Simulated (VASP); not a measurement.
# Al3GaIr (P4/mmm) in VASP: further runs, part 2 of 2

VASP 6.6.1. The steps go on from the part before.

## (3) Single point, PBE, collinear spin

This run uses another cell than the first one, of 21.86 Å³/atom.

INCAR reads:

```
SYSTEM = Al3GaIr
PREC = Accurate
ENCUT = 520
EDIFF = 1E-6
ISMEAR = 0
SIGMA = 0.1
LREAL = .FALSE.
LASPH = .TRUE.
NELM = 150
ALGO = Normal
ISIF = 2
LWAVE = .FALSE.
LCHARG = .TRUE.
ISPIN = 2
MAGMOM = 0 0 0 0 1
LORBIT = 11
LMAXMIX = 4
GGA = PE
LELF = .TRUE.
LVHAR = .TRUE.
NBANDS = 28
```

KPOINTS reads:

```
regular mesh
0
G
  4 4 4
  0 0 0
```

POSCAR reads:

```
Al3GaIr
1.0
    4.7769414567      0.0000000000      0.0000000000
    0.0000000000      4.7769414567      0.0000000000
    0.0000000000      0.0000000000      4.7898184368
Al Ga Ir
3 1 1
Direct
    0.5000000000      0.5000000000      0.5000000000
    0.5000000000      0.0000000000      0.0000000000
    0.0000000000      0.5000000000      0.0000000000
    0.0000000000      0.0000000000      0.5000000000
    0.0000000000      0.0000000000      0.0000000000
```

Potentials or basis: VASP PAW PBE potentials, release 64 (Al, Ga_d, Ir).

Command:

```bash
> cat potpaw_PBE.64/Al/POTCAR potpaw_PBE.64/Ga_d/POTCAR potpaw_PBE.64/Ir/POTCAR > POTCAR
> mpirun -np 1 vasp_std > vasp.out
```

OUTCAR:

```text
SYSTEM = Al3GaIr
   PREC = Accurate
   ENCUT = 520
   EDIFF = 1E-6
   ISMEAR = 0
   LREAL = .FALSE.
   LASPH = .TRUE.
   NELM = 150
   ISIF = 2
   ISPIN = 2
   LORBIT = 11
   GGA = PE

 ion  position               nearest neighbor table
   1  0.500  0.500  0.500-
   2  0.500  0.000  0.000-   5 2.39   5 2.39
   3  0.000  0.500  0.000-   5 2.39   5 2.39
   4  0.000  0.000  0.500-   5 2.39   5 2.39
   5  0.000  0.000  0.000-   2 2.39   3 2.39   3 2.39   2 2.39   4 2.39   4 2.39

  LATTYP: Found a simple tetragonal cell.
 ALAT       =     4.7769414567
 C/A-ratio  =     1.0026956537

  Lattice vectors:

 A1 = (   4.7769414567,   0.0000000000,   0.0000000000)
 A2 = (   0.0000000000,   4.7769414567,   0.0000000000)
 A3 = (   0.0000000000,   0.0000000000,   4.7898184368)

Analysis of symmetry for initial positions (statically):
=====================================================================
 Subroutine PRICEL returns:
 Original cell was already a primitive cell.

[... 1283 lines left out ...]
  -------------------------------------------------------------------------------------
  Total       -0.0306416     -0.0306416      0.1605610      0.0000000      0.0000000      0.0000000
  in kB       -0.4491623     -0.4491623      2.3535955      0.0000000      0.0000000      0.0000000
  external PRESSURE =       0.4850903 kB  Pullay stress =       0.0000000 kB

 VOLUME and BASIS-vectors are now :
 -----------------------------------------------------------------------------
  energy-cutoff  :      520.00
  volume of cell :      109.30
      direct lattice vectors                 reciprocal lattice vectors
     4.776941457  0.000000000  0.000000000     0.209338969  0.000000000  0.000000000
     0.000000000  4.776941457  0.000000000     0.000000000  0.209338969  0.000000000
     0.000000000  0.000000000  4.789818437     0.000000000  0.000000000  0.208776181

 POSITION                                       TOTAL-FORCE (eV/Angst)
 -----------------------------------------------------------------------------------
      2.38847      2.38847      2.39491         0.000000      0.000000      0.000000
      2.38847      0.00000      0.00000         0.000000      0.000000      0.000000
      0.00000      2.38847      0.00000         0.000000      0.000000      0.000000
      0.00000      0.00000      2.39491         0.000000      0.000000      0.000000
      0.00000      0.00000      0.00000         0.000000      0.000000      0.000000
 -----------------------------------------------------------------------------------
    total drift:                                0.000000     -0.000000      0.000000

  FREE ENERGIE OF THE ION-ELECTRON SYSTEM (eV)
  ---------------------------------------------------
  free  energy   TOTEN  =       -22.9099398181 eV

  energy  without entropy=      -22.8977511590  energy(sigma->0) =      -22.90384549

 total charge

# of ion       s       p       d       tot
------------------------------------------
    1        0.576   0.163   0.000   0.739
    2        0.457   0.312   0.000   0.769
    3        0.457   0.312   0.000   0.769
    4        0.967   0.656   9.986  11.610
    5        0.748   0.725   7.334   8.807
--------------------------------------------------
tot          3.204   2.170  17.319  22.693

 magnetization (x)

# of ion       s       p       d       tot
------------------------------------------
    1        0.000   0.000   0.000   0.000
    2       -0.000  -0.000   0.000  -0.000
    3       -0.000  -0.000   0.000  -0.000
    4        0.000  -0.000  -0.000  -0.000
    5        0.000  -0.000  -0.000  -0.000
--------------------------------------------------
tot          0.000  -0.000  -0.000  -0.000
```

It took 43 s on 1 thread of Intel Xeon 6975P-C (Granite Rapids), shared host; peak memory 0.28 GiB.

Results:

```yaml
Free_energy: -22.9099 eV
Pressure: 0.0 GPa
Net_moment: 0.00 μB per cell
Valence_electrons_inside_the_program's_atomic_spheres: Al 0.74, 0.77 (each value once); Ga 11.61; Ir 8.81
```

Levels at points of the mesh, in eV from the Fermi level:
Spin up:
```
           k point  band 11  band 12  band 13  band 14  band 15  band 16  band 17  band 18  band 19  band 20
(0.00, 0.00, 0.00)    -2.81    -2.81    -2.45    -2.41    -2.41     0.84     0.85     2.78     2.91     2.91
(0.50, 0.00, 0.00)    -3.37    -2.78    -1.76    -1.14    -1.09     0.31     0.43     0.77     0.90     1.87
(0.50, 0.50, 0.00)    -3.92    -3.21    -3.21    -2.48     0.04     0.79     0.79     0.85     2.25     2.66
(0.00, 0.00, 0.50)    -3.61    -3.01    -2.58    -0.96    -0.96    -0.03     0.73     0.78     0.78     2.04
(0.50, 0.00, 0.50)    -3.97    -3.45    -3.45    -2.48     0.35     0.36     0.86     1.08     2.21     2.48
(0.50, 0.50, 0.50)    -4.44    -4.44    -4.22    -3.97    -3.91    -0.58    -0.57    -0.57     6.67     6.67
```
Spin down:
```csv
k point,band 11,band 12,band 13,band 14,band 15,band 16,band 17,band 18,band 19,band 20
"(0.00, 0.00, 0.00)",-2.81,-2.81,-2.45,-2.41,-2.41,0.84,0.85,2.78,2.91,2.91
"(0.50, 0.00, 0.00)",-3.37,-2.78,-1.76,-1.14,-1.09,0.31,0.43,0.77,0.90,1.87
"(0.50, 0.50, 0.00)",-3.92,-3.21,-3.21,-2.48,0.04,0.79,0.79,0.85,2.25,2.66
"(0.00, 0.00, 0.50)",-3.61,-3.01,-2.58,-0.96,-0.96,-0.03,0.73,0.78,0.78,2.04
"(0.50, 0.00, 0.50)",-3.97,-3.45,-3.45,-2.48,0.35,0.36,0.85,1.08,2.21,2.48
"(0.50, 0.50, 0.50)",-4.44,-4.44,-4.22,-3.97,-3.91,-0.58,-0.57,-0.57,6.67,6.67
```

Caveat: spin-orbit coupling is left out, which moves the levels of the heavy elements.

## (4) Relaxation of cell and atoms, PBE

This run uses another cell than the first one, of 21.86 Å³/atom.

INCAR reads:

```
  PREC = Accurate
  ENCUT = 600
  EDIFF = 1E-7
  ISMEAR = 0
  SIGMA = 0.1
  LREAL = F
  LASPH = T
  NELM = 60
  ALGO = Fast
  ISIF = 3
  LWAVE = F
  LCHARG = F
  GGA = PE
  IBRION = 2
  NSW = 100
  EDIFFG = -0.01
```

KPOINTS reads:

```
Automatic mesh
0
Gamma
  8 8 8
```

POSCAR is that of step 3.

Command:

```bash
> cat potpaw_PBE.64/Al/POTCAR potpaw_PBE.64/Ga_d/POTCAR potpaw_PBE.64/Ir/POTCAR > POTCAR
> mpirun -np 1 vasp_std > vasp.out
```

Run time: 5 min. Hardware: 1 thread of Intel Xeon 6975P-C (Granite Rapids), shared host; peak memory 0.41 GiB.

The run converged. Its results:

```yaml
Free_energy: -22.9553 eV
Relaxed_volume: 21.91 Å³/atom
Relaxed_cell: a = 4.774 Å, b = 4.774 Å, c = 4.807 Å, α = 90.00°, β = 90.00°, γ = 90.00°
Space_group_after_relaxing_to_0.1_Å: P4/mmm (No. 123)
Energy_gained_by_relaxing: 0.2 meV/atom
Ionic_steps: 4
Pressure_after_relaxing: 0.0 GPa
Band_gap_on_the_k_mesh: zero (an odd number of electrons rules out a gap without spin polarisation)
```

The path:
| step | energy change (eV) | largest force (eV/Å) | pressure (GPa) | volume (Å³) |
| --- | --- | --- | --- | --- |
| 1 | 0.0000 | 0.0000 | 0.22 | 109.30 |
| 2 | -0.0008 | 0.0000 | -0.14 | 109.77 |
| 3 | -0.0008 | 0.0000 | -0.06 | 109.66 |
| 4 | -0.0009 | 0.0000 | 0.02 | 109.55 |

Final structure:
```yaml
crystal:
  lattice:
    - [4.77369, 0.00000, 0.00000]
    - [0.00000, 4.77369, 0.00000]
    - [0.00000, 0.00000, 4.80712]
  atoms:
    - { symbol: Al, position: [0.50000, 0.50000, 0.50000] }
    - { symbol: Al, position: [0.50000, 0.00000, 0.00000] }
    - { symbol: Al, position: [0.00000, 0.50000, 0.00000] }
    - { symbol: Ga, position: [0.00000, 0.00000, 0.50000] }
    - { symbol: Ir, position: [0.00000, 0.00000, 0.00000] }
```

Levels at points of the mesh, in eV from the Fermi level:
| k point | band 11 | band 12 | band 13 | band 14 | band 15 | band 16 | band 17 | band 18 | band 19 |
| --- | --- | --- | --- | --- | --- | --- | --- | --- | --- |
| (0.00, 0.00, 0.00) | -2.83 | -2.83 | -2.50 | -2.42 | -2.42 | 0.78 | 0.84 | 2.74 | 2.87 |
| (0.50, 0.00, 0.00) | -3.40 | -2.79 | -1.82 | -1.18 | -1.09 | 0.28 | 0.40 | 0.73 | 0.88 |
| (0.50, 0.50, 0.00) | -3.94 | -3.23 | -3.23 | -2.52 | 0.00 | 0.72 | 0.72 | 0.80 | 2.19 |
| (0.00, 0.00, 0.50) | -3.62 | -3.05 | -2.60 | -0.99 | -0.99 | -0.06 | 0.72 | 0.75 | 0.75 |
| (0.50, 0.00, 0.50) | -3.98 | -3.49 | -3.46 | -2.50 | 0.32 | 0.34 | 0.83 | 1.06 | 2.19 |
| (0.50, 0.50, 0.50) | -4.47 | -4.47 | -4.25 | -3.97 | -3.94 | -0.61 | -0.60 | -0.60 | 6.62 |

Caveat: spin-orbit coupling is left out, which moves the levels of the heavy elements.

## (5) The runs side by side

```csv
task,spin,cell,k mesh,cutoff (eV),gap on the mesh (eV),pressure (GPa)
single point,off,"a = 4.776, b = 4.776, c = 4.803 Å, 5 atoms",8 × 8 × 8,520,none,0.0
single point,collinear,"a = 4.777, b = 4.777, c = 4.790 Å, 5 atoms",4 × 4 × 4,520,none,0.0
relaxation of cell and atoms,off,"relaxed from a = 4.777, b = 4.777, c = 4.790 Å, 5 atoms",8 × 8 × 8,600,none,0.0
```

Alike in all rows: level PBE; potentials or basis VASP PAW PBE potentials, release 64 (Al, Ga_d, Ir); smearing gaussian 0.1 eV.

Caveats: spin-orbit coupling is left out, which moves the levels of the heavy elements.

Total energies depend on the potentials used, so only differences within one code and one set of settings carry meaning.
